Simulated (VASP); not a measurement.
# RuS2 (CdI2 type): electric field gradients with LDA

RuS2 (CdI2 type):

```
CELL_PARAMETERS angstrom
3.44279 0.00000 0.00000
-1.72139 2.98154 0.00000
0.00000 0.00000 5.11340
ATOMIC_POSITIONS crystal
Ru 0.00000 0.00000 0.00000
S 0.33333 0.66667 0.25361
S 0.66667 0.33333 0.74639
```

```json
{
  "Program": "VASP 6.6.1",
  "Task": "electric field gradients",
  "Functional": "LDA",
  "Potentials or basis": "VASP PAW LDA potentials, release 64 (Ru_pv, S)",
  "Cutoff": "520 eV",
  "k mesh": "12 × 12 × 7",
  "Occupations": "fermi-dirac, width 0.05 eV",
  "Spin": "no spin polarisation",
  "Dipole correction": "no",
  "Further INCAR settings": "ALGO = Normal; EDIFF = 1e-08; NBANDS = 20"
}
```

- Pressure: -8.2 GPa
- Largest force: 0.386 eV/Å
- Band gap on the k mesh: zero (bands 13 and 14 overlap by 0.53 eV)
- Largest electric field gradient by atom: Ru -13.1; S -9.9 V/Å²

Forces in eV/Å, atoms in the order of the input:
```
Ru   0.000  0.000  0.000
S    0.000  0.000 -0.386
S    0.000  0.000  0.386
```

Stress tensor (GPa, compression positive):
```
-8.28  0.00  0.00
 0.00 -8.28  0.00
 0.00  0.00 -7.98
```

Levels at points of the mesh, in eV from the Fermi level:
```tsv
k point	band 10	band 11	band 12	band 13	band 14	band 15	band 16	band 17
(0.00, 0.00, 0.00)	-1.70	-0.44	-0.36	-0.36	0.40	2.90	2.90	5.29
(0.50, 0.00, 0.00)	-3.19	-2.37	-1.19	-0.67	-0.12	2.86	3.62	6.98
```

Electric field gradients, principal values (V/Å²):
```csv
atom,least,middle,greatest (by size)
1 Ru,6.569,6.569,-13.138
2 S,4.953,4.953,-9.906
3 S,4.953,4.953,-9.906
```

Run time: 56 s on 1 thread of AMD EPYC 9R45 96-Core Processor (Zen 5), on a shared host, peak memory 0.2 GiB.

Caveat: the cell stands under tension; without QUAD_EFG the Cq values of the log hold for a quadrupole moment of 1 mb, not for the nuclei.
